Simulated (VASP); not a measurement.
A run of VASP 6.6.1:

The input INCAR:

```
  PREC = Accurate
  ENCUT = 520
  EDIFF = 1E-6
  ISMEAR = 0
  SIGMA = 0.05
  LREAL = False
  LASPH = True
  NELM = 60
  ALGO = Normal
  ISIF = 2
  LWAVE = False
  LCHARG = False
  GGA = PE
  IVDW = 12
  NBANDS = 20
```

File KPOINTS:

```
regular mesh
0
Gamma
  12 12 12
```

Contents of POSCAR:

```
WS2
1.0
    1.5292376009      0.8829057405      6.4354980117
   -1.5292376009      0.8829057405      6.4354980117
    0.0000000000     -1.7658114810      6.4354980117
W S
1 2
Direct
    0.9993445368      0.9993445368      0.9993445368
    0.7527776226      0.7527776226      0.7527776226
    0.5791778407      0.5791778407      0.5791778407
```

Potentials or basis: VASP PAW PBE potentials, release 64 (W_sv, S).

Launch:

```bash
$ cat potpaw_PBE.64/W_sv/POTCAR potpaw_PBE.64/S/POTCAR > POTCAR
$ mpirun -np 1 vasp_std > vasp.out
```

Hardware: 1 thread of AMD EPYC 9R45 96-Core Processor (Zen 5), with other jobs on the host.

Task: How long does it take, and how much memory?

Result: Run time: 7 min on 1 thread of AMD EPYC 9R45 96-Core Processor (Zen 5), with other jobs on the host, peak memory 0.43 GiB. Counts: scf iterations 14, k points 189.
